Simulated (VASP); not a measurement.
Al: relaxation of the atoms with PBEsol

Al, a slab with vacuum:

```
CELL_PARAMETERS angstrom
5.72757 0.00000 0.00000
4.29567 7.44032 0.00000
0.00000 0.00000 15.67654
ATOMIC_POSITIONS crystal
Al 0.16667 0.11111 0.06379
Al 0.66667 0.11111 0.06379
Al 0.16667 0.44444 0.06379
Al 0.66667 0.44444 0.06379
Al 0.16667 0.77778 0.06379
Al 0.66667 0.77778 0.06379
Al 0.83333 0.22222 0.21295
Al 0.33333 0.22222 0.21295
Al 0.83333 0.55556 0.21295
Al 0.33333 0.55556 0.21295
Al 0.83333 0.88889 0.21295
Al 0.33333 0.88889 0.21295
Al 0.00000 0.00000 0.36210
Al 0.50000 0.00000 0.36210
Al 0.00000 0.33333 0.36210
Al 0.50000 0.33333 0.36210
Al 0.00000 0.66667 0.36210
Al 0.50000 0.66667 0.36210
Al 0.32813 0.90092 0.48394
```

```
Program                   : VASP 6.6.1
Task                      : relaxation of the atoms
Functional                : PBEsol
Potentials or basis       : VASP PAW PBE potentials, release 64 (Al)
Cutoff                    : 520 eV
k mesh                    : 3 × 2 × 1
Occupations               : fermi-dirac, width 0.15 eV
Spin                      : no spin polarisation
Dipole correction         : no
Atoms held fixed (from 0) : [0, 1, 2, 3, 4, 5]
Further INCAR settings    : LREAL = Auto; ALGO = Normal; EDIFF = 1e-06; IBRION = 2; EDIFFG = -0.08; NSW = 45
```

- Energy gained by relaxing: 10.0 meV/atom
- Ionic steps: 6
- Band gap on the k mesh: zero (an odd number of electrons rules out a gap without spin polarisation)

The path:
```
step  energy change (eV)  largest force on free atoms (eV/Å)  pressure (GPa)
   1              0.0000                              1.3002           -1.13
   2             -0.1532                              0.4496           -1.28
   3             -0.1828                              0.1464           -1.34
   4             -0.1829                              0.1420           -1.34
   5             -0.1872                              0.0805           -1.34
   6             -0.1902                              0.0619           -1.35
```

Final structure:
```
Al
1.0
     5.72757    0.00000    0.00000
     4.29567    7.44032    0.00000
     0.00000    0.00000   15.67654
Al
19
Direct
  0.16667 0.11111 0.06379
  0.66667 0.11111 0.06379
  0.16667 0.44444 0.06379
  0.66667 0.44444 0.06379
  0.16667 0.77778 0.06379
  0.66667 0.77778 0.06379
  0.83496 0.22204 0.21206
  0.33087 0.22358 0.21205
  0.83252 0.55608 0.21200
  0.33442 0.55480 0.21241
  0.83443 0.88802 0.21191
  0.33262 0.88941 0.21204
  0.98657 0.00575 0.35869
  0.50621 0.00574 0.35825
  0.99973 0.33430 0.36299
  0.49814 0.33526 0.36191
  0.00155 0.66377 0.36356
  0.50728 0.65749 0.36059
  0.32930 0.89790 0.49081
```

Levels at points of the mesh, in eV from the Fermi level:
| k point | band 27 | band 28 | band 29 | band 30 | band 31 | band 32 |
| --- | --- | --- | --- | --- | --- | --- |
| (0.00, 0.00, 0.00) | -0.27 | -0.17 | -0.10 | 0.00 | 0.13 | 0.93 |
| (0.00, 0.50, 0.00) | -0.49 | -0.24 | -0.19 | -0.11 | -0.06 | 0.87 |

Wall time 12 min on 1 thread of Intel(R) Xeon(R) Platinum 8259CL CPU @ 2.50GHz (Skylake/Cascade Lake), on a shared host, peak memory 0.79 GiB.

Caveat: the k points lie up to 0.42 Å⁻¹ apart, too coarse for converged energies and pressures of a metal; there is no dipole correction, which matters where the two faces differ; the PAW data sets were made with another functional, which shifts forces and pressure a little.
